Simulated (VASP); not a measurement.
# HgTe (I-4m2) in VASP: further runs

The runs below take HgTe through single point, with PBE.

Everything below comes from runs of VASP 6.6.1. Logs are shortened: lines on timing, memory, paths and dates and some standing lists are left out, and cuts for length are marked.

### Step 1. The cell of the first run

The structure is tetragonal, space group I-4m2 (No. 119). The conventional cell has a = 4.559 Å, b = 4.559 Å, c = 6.383 Å, α = 90.00°, β = 90.00°, γ = 90.00°. Within 3.7 Å of Hg (site symmetry -4m2) lie 4 Te at 2.78 Å. Te (site symmetry -4m2) has 4 Hg at 2.78 Å within 3.7 Å.

### Step 2. Single point, PBE (zz strain of -1 %)

File INCAR:

```
PREC = Accurate
ENCUT = 520
EDIFF = 1E-6
ISMEAR = -1
SIGMA = 0.03
LREAL = False
LASPH = True
NELM = 80
ALGO = Normal
ISIF = 2
LWAVE = False
LCHARG = False
GGA = PE
NBANDS = 16
```

File KPOINTS:

```
Automatic mesh
0
Gamma
  11 11 11
```

File POSCAR:

```
HgTe
1.0
    0.0000000000      3.2235000000      3.1912650000
    3.2235000000      0.0000000000      3.1912650000
    3.2235000000      3.2235000000      0.0000000000
Hg Te
1 1
Direct
    0.0000000000      0.0000000000      0.0000000000
    0.7500000000      0.7500000000      0.7500000000
```

Potentials or basis: VASP PAW PBE potentials, release 64 (Hg, Te).

Started as:

```sh
> cat potpaw_PBE.64/Hg/POTCAR potpaw_PBE.64/Te/POTCAR > POTCAR
> mpirun -np 1 vasp_std > vasp.out
```

OUTCAR:

```text
PREC = Accurate
   ENCUT = 520
   EDIFF = 1E-6
   ISMEAR = -1
   LREAL = False
   LASPH = True
   NELM = 80
   ISIF = 2
   GGA = PE

 ion  position               nearest neighbor table
   1  0.000  0.000  0.000-   2 2.78   2 2.78   2 2.78   2 2.78
   2  0.750  0.750  0.750-   1 2.78   1 2.78   1 2.78   1 2.78

  LATTYP: Found a body centered tetragonal cell.
 ALAT       =     4.5587174183
 C/A-ratio  =     1.4000714267

  Lattice vectors:

 A1 = (   0.0000000000,  -3.2235000000,  -3.1912650000)
 A2 = (   0.0000000000,   3.2235000000,  -3.1912650000)
 A3 = (   3.2235000000,   0.0000000000,   3.1912650000)

Analysis of symmetry for initial positions (statically):
=====================================================================
 Subroutine PRICEL returns:
 Original cell was already a primitive cell.

 Routine SETGRP: Setting up the symmetry group for a
 body centered tetragonal supercell.

 Subroutine GETGRP returns: Found  8 space group operations
 (whereof  8 operations were pure point group operations)
 out of a pool of 16 trial point group operations.

The static configuration has the point symmetry D_2d.

Analysis of symmetry for dynamics (positions and initial velocities):
=====================================================================
 Subroutine PRICEL returns:
 Original cell was already a primitive cell.

 Routine SETGRP: Setting up the symmetry group for a
 body centered tetragonal supercell.

 Subroutine GETGRP returns: Found  8 space group operations
 (whereof  8 operations were pure point group operations)
 out of a pool of 16 trial point group operations.

The dynamic configuration has the point symmetry D_2d.

 Subroutine INISYM returns: Found  8 space group operations
 (whereof  8 operations are pure point group operations),
 and found     1 'primitive' translations

----------------------------------------------------------------------------------------

                                     Primitive cell

  volume of cell :      66.3206

  direct lattice vectors                    reciprocal lattice vectors
     0.000000000  3.223500000  3.191265000    -0.155110904  0.155110904  0.156677681
     3.223500000  0.000000000  3.191265000     0.155110904 -0.155110904  0.156677681
     3.223500000  3.223500000  0.000000000     0.155110904  0.155110904 -0.156677681

  length of vectors
     4.535981101  4.535981101  4.558717418     0.269567582  0.269567582  0.269567582

[... 79 lines left out ...]
   NELM   =     80;   NELMIN=  2; NELMDL= -5     # of ELM steps
   EDIFF  = 0.1E-05   stopping-criterion for ELM
   LREAL  =      F    real-space projection
   EDIFFG = 0.1E-04   stopping-criterion for IOM
   NSW    =      0    number of steps for IOM
   IBRION =     -1    ionic relax: 0-MD 1-quasi-New 2-CG
   NFREE  =      0    steps in history (QN), initial steepest desc. (CG)
   ISIF   =      2    stress and relaxation
   ISYM   =      2    0-nonsym 1-usesym 2-fastsym
   POTIM  = 0.5000    time-step for ionic-motion
   TEBEG  =    0.0;   TEEND  =   0.0 temperature during run
   PSTRESS=    0.0 pullay stress
   NELECT =      18.0000    total number of electrons
   NUPDOWN=      -1.0000    fix difference up-down
   EMIN   =  10.00;   EMAX   =-10.00  energy-range for DOS
   EFERMI =   0.00;   METHOD = LEGACY
   ISMEAR =    -1;   SIGMA  =   0.03  broadening in eV -4-tet -1-fermi 0-gaus
   EFERMI_NEDOS =   21; number of points for ismear=-14 and -15
   IALGO  =     38    algorithm
   IMIX   =      4    mixing-type and parameters
     AMIX     =   0.40;   BMIX     =  1.00
     AMIX_MAG =   1.60;   BMIX_MAG =  1.00
  volume/ion in A,a.u.               =      33.16       223.78
  Fermi-wavevector in a.u.,A,eV,Ry     =   1.059944  2.003004 15.285891  1.123481
  Thomas-Fermi vector in A             =   2.195307
   LORBIT       =      0    0 simple, 1 ext, 2 COOP (PROOUT), +10 PAW based schemes
   GGA     = PE    functional components
   LHFCALC =     F    Hartree Fock is set to
   AEXX    =    0.0000 exact exchange contribution
   IVDW    =     0    specifies the selected vdW correction
   LEPSILON=     F    determine dielectric tensor
   LRPA    =     F    only Hartree local field effects (RPA)
 non-spin polarized calculation
  energy-cutoff  :      520.00
  volume of cell :       66.32
 maximum number of plane-waves:      1814
 NGX is ok and might be reduce to    36
   NGX = 17   NGY = 17   NGZ = 17

 number of electron      17.9999999 magnetization

 Free energy of the ion-electron system (eV)
  ---------------------------------------------------
  ext. energy  EPLUGINS =         0.00000000
  ---------------------------------------------------
  free energy    TOTEN  =        -3.55354056 eV

  energy without entropy =       -3.55340827  energy(sigma->0) =       -3.55347441

 E-fermi :   3.3243     XC(G=0):  -8.8263

 val. band max:        3.3131320779   @ k =   0.0000   0.0000   0.0000
 cond. band min:       3.7998354608   @ k =   0.0909  -0.0000   0.0000
 fundamental gap:      0.4867033829
 Fermi energy:         3.3243149163

 k-point     1 :       0.0000    0.0000    0.0000
  band No.  band energies     occupation
      1      -8.8286      2.00000
      2      -4.1718      2.00000
      3      -4.1718      2.00000
      4      -4.1694      2.00000
      5      -3.6226      2.00000
      6      -3.6153      2.00000
[... 433 lines left out ...]
      3      -4.0514      2.00000
      4      -3.9569      2.00000
      5      -3.6446      2.00000
      6      -3.5925      2.00000
[... 8 lines left out ...]
     15      12.4637      0.00000
     16      12.7822      0.00000

 [... further k-points ...]

------------------------ aborting loop because EDIFF is reached ----------------------------------------

  FORCE on cell =-STRESS in cart. coord.  units (eV):
  Direction    XX          YY          ZZ          XY          YZ          ZX
  --------------------------------------------------------------------------------------
  -------------------------------------------------------------------------------------
  Total        1.9282011      1.9282011      1.9741600      0.0000000      0.0000000      0.0000000
  in kB       46.5816311     46.5816311     47.6919092      0.0000000      0.0000000      0.0000000
  external PRESSURE =      46.9517238 kB  Pullay stress =       0.0000000 kB

 VOLUME and BASIS-vectors are now :
 -----------------------------------------------------------------------------
  energy-cutoff  :      520.00
  volume of cell :       66.32
      direct lattice vectors                 reciprocal lattice vectors
     0.000000000  3.223500000  3.191265000    -0.155110904  0.155110904  0.156677681
     3.223500000  0.000000000  3.191265000     0.155110904 -0.155110904  0.156677681
     3.223500000  3.223500000  0.000000000     0.155110904  0.155110904 -0.156677681

 POSITION                                       TOTAL-FORCE (eV/Angst)
 -----------------------------------------------------------------------------------
      0.00000      0.00000      0.00000        -0.000000     -0.000000      0.000000
      4.83525      4.83525      4.78690         0.000000      0.000000     -0.000000
 -----------------------------------------------------------------------------------
    total drift:                                0.000000      0.000000     -0.000000

  FREE ENERGIE OF THE ION-ELECTRON SYSTEM (eV)
  ---------------------------------------------------
  free  energy   TOTEN  =        -3.5535405564 eV

  energy  without entropy=       -3.5534082657  energy(sigma->0) =       -3.55347441
```

OSZICAR:

```text
N       E                     dE             d eps       ncg     rms          rms(c)
DAV:   1     0.105654108980E+03    0.10565E+03   -0.80592E+03  4048   0.976E+02
DAV:   2    -0.157339146865E+00   -0.10581E+03   -0.98926E+02  4768   0.229E+02
DAV:   3    -0.373562719209E+01   -0.35783E+01   -0.35702E+01  5024   0.437E+01
DAV:   4    -0.376860108822E+01   -0.32974E-01   -0.32972E-01  6000   0.381E+00
DAV:   5    -0.376870505919E+01   -0.10397E-03   -0.10397E-03  5296   0.188E-01    0.799E+00
DAV:   6    -0.356236604613E+01    0.20634E+00   -0.40224E-01  4792   0.868E+00    0.627E+00
DAV:   7    -0.355436034407E+01    0.80057E-02   -0.10312E-01  4632   0.222E+00    0.223E+00
DAV:   8    -0.355348579071E+01    0.87455E-03   -0.11441E-02  4600   0.124E+00    0.562E-01
DAV:   9    -0.355349850029E+01   -0.12710E-04   -0.74161E-04  5200   0.316E-01    0.137E-01
DAV:  10    -0.355352752785E+01   -0.29028E-04   -0.86379E-05  5136   0.815E-02    0.508E-02
DAV:  11    -0.355354309734E+01   -0.15569E-04   -0.38587E-05  4904   0.493E-02    0.434E-02
DAV:  12    -0.355354077786E+01    0.23195E-05   -0.46996E-06  4616   0.205E-02    0.211E-02
DAV:  13    -0.355354055638E+01    0.22149E-06   -0.71792E-07  3536   0.443E-03
   1 F= -.35535406E+01 E0= -.35534744E+01  d E =-.132291E-03
```

stdout:

```text
POSCAR found type information on POSCAR HgTe
 POSCAR found :  2 types and       2 ions
 scaLAPACK will be used
 LDA part: xc-table for (Slater+PW92), standard interpolation
 POSCAR, INCAR and KPOINTS ok, starting setup
 FFT: planning ... GRIDC
 FFT: planning ... GRID_SOFT
 FFT: planning ... GRID
 WAVECAR not read
 entering main loop
```

It took 3.3 min on 1 thread of Intel Xeon 8259CL, shared host; peak memory 0.3 GiB.

What came out:

```
Free energy            : -3.5535 eV
Pressure               : 4.7 GPa
Band gap on the k mesh : 0.03 eV
```

Caveat: the cell differs from its parent crystal (zz strain of -1 %); the cell stands under pressure; the smearing spreads over this small gap; spin-orbit coupling is left out, which moves the levels of the heavy elements. A k mesh can miss the band edges.

### Step 3. Single point, PBE (zz strain of +2 %)

File INCAR:

```
SYSTEM = HgTe
PREC = Accurate
ENCUT = 520
EDIFF = 1E-6
ISMEAR = -1
SIGMA = 0.03
LREAL = .FALSE.
LASPH = .TRUE.
NELM = 100
ALGO = Normal
ISIF = 2
LWAVE = .FALSE.
LCHARG = .FALSE.
GGA = PE
NBANDS = 16
```

File KPOINTS:

```
regular mesh
0
G
  11 11 11
  0 0 0
```

File POSCAR:

```
HgTe
1.0
    0.0000000000      3.2235000000      3.2879700000
    3.2235000000      0.0000000000      3.2879700000
    3.2235000000      3.2235000000      0.0000000000
Hg Te
1 1
Direct
    0.0000000000      0.0000000000      0.0000000000
    0.7500000000      0.7500000000      0.7500000000
```

Potentials or basis: VASP PAW PBE potentials, release 64 (Hg, Te).

Started as:

```sh
> cat potpaw_PBE.64/Hg/POTCAR potpaw_PBE.64/Te/POTCAR > POTCAR
> mpirun -np 1 vasp_std > vasp.out
```

It took 3.2 min on 1 thread of Intel Xeon 8259CL, shared host; peak memory 0.31 GiB.

The run converged. Its results:

| Quantity | Value |
| --- | --- |
| Free energy | -3.6022 eV |
| Pressure | 3.1 GPa |
| Band gap on the k mesh | zero (filled and empty bands touch) |

Stress tensor (GPa, compression positive):
```
3.19 0.00 0.00
0.00 3.19 0.00
0.00 0.00 2.92
```

Levels at points of the mesh, in eV from the Fermi level:
```csv
k point,band 6,band 7,band 8,band 9,band 10,band 11,band 12,band 13
"(0.00, 0.00, 0.00)",-6.80,-0.80,-0.09,-0.02,-0.02,4.21,4.21,4.21
```

Caveat: the cell differs from its parent crystal (zz strain of +2 %); the cell stands under pressure; semilocal functionals underestimate gaps, and a narrow one can read as zero; spin-orbit coupling is left out, which moves the levels of the heavy elements.

The gap in the log of VASP goes by the Fermi energy; the results here count the filled bands.